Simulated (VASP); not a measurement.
A run of VASP 6.6.1:

POSCAR

```
Li3Au
1.0
   -2.0260520000      2.0260520000      3.8010720000
    2.0260520000     -2.0260520000      3.8010720000
    2.0260520000      2.0260520000     -3.8010720000
Li Au
3 1
Direct
    0.7500000000      0.2500000000      0.5000000000
    0.2500000000      0.7500000000      0.5000000000
    0.5000000000      0.5000000000      0.0000000000
    0.0000000000      0.0000000000      0.0000000000
```

Contents of INCAR.step1:

```
SYSTEM = Li3Au
PREC = Accurate
ENCUT = 520
ISMEAR = -1
SIGMA = 0.2
LREAL = .FALSE.
LASPH = .TRUE.
NELM = 100
NBANDS = 18
GGA = PE
ALGO = Normal
EDIFF = 1E-4
LWAVE = .TRUE.
LCHARG = .FALSE.
```

INCAR.step2

```
SYSTEM = Li3Au
PREC = Accurate
ENCUT = 520
EDIFF = 1E-6
ISMEAR = -1
SIGMA = 0.2
LREAL = .FALSE.
LASPH = .TRUE.
NELM = 100
ALGO = Normal
ISIF = 2
LWAVE = .FALSE.
LCHARG = .FALSE.
METAGGA = R2SCAN
LMIXTAU = .TRUE.
NBANDS = 18
ISTART = 1
```

The input KPOINTS:

```
regular mesh
0
G
  4 4 4
  0 0 0
```

Potentials or basis: VASP PAW PBE potentials, release 64 (Li_sv, Au).

Command:

```bash
$ cat potpaw_PBE.64/Li_sv/POTCAR potpaw_PBE.64/Au/POTCAR > POTCAR
$ cp INCAR.step1 INCAR
$ mpirun -np 1 vasp_std > vasp.out
$ cp INCAR.step2 INCAR
$ mpirun -np 1 vasp_std > vasp.out
```

Hardware: 1 thread of Intel Xeon 8259CL, on a shared host.

How long does it take, and how much memory?

It took 2.4 min on 1 thread of Intel Xeon 8259CL, with other jobs on the host, peak memory 0.22 GiB. Counts: k points 13.
